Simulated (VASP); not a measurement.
A run of VASP 6.6.1:

INCAR

```
SYSTEM = Co
PREC = Accurate
ENCUT = 520
EDIFF = 1E-7
ISMEAR = -1
SIGMA = 0.05
LREAL = .FALSE.
LASPH = .TRUE.
NELM = 150
ALGO = Normal
ISIF = 2
LWAVE = .FALSE.
LCHARG = .TRUE.
ISPIN = 2
MAGMOM = 1.685
LORBIT = 11
LMAXMIX = 4
LELF = .TRUE.
LVHAR = .TRUE.
NBANDS = 14
```

The input KPOINTS:

```
regular mesh
0
G
  26 26 26
  0 0 0
```

File POSCAR:

```
Co
1.0
   -1.3665268818      1.3665268818      1.3665268818
    1.3665268818     -1.3665268818      1.3665268818
    1.3665268818      1.3665268818     -1.3665268818
Co
1
Direct
    0.0000000000      0.0000000000      0.0000000000
```

Potentials or basis: VASP PAW LDA potentials, release 64 (Co).

Run with:

```console
$ cat potpaw_LDA.64/Co/POTCAR > POTCAR
$ mpirun -np 1 vasp_std > vasp.out
```

Hardware: 1 thread of Intel(R) Xeon(R) Platinum 8488C (Sapphire Rapids) (shared host).

Task: Estimate the wall time of this run.

Result: It took 88 s on 1 thread of Intel(R) Xeon(R) Platinum 8488C (Sapphire Rapids), on a shared host, peak memory 0.21 GiB. Counts: scf iterations 14, k points 511.
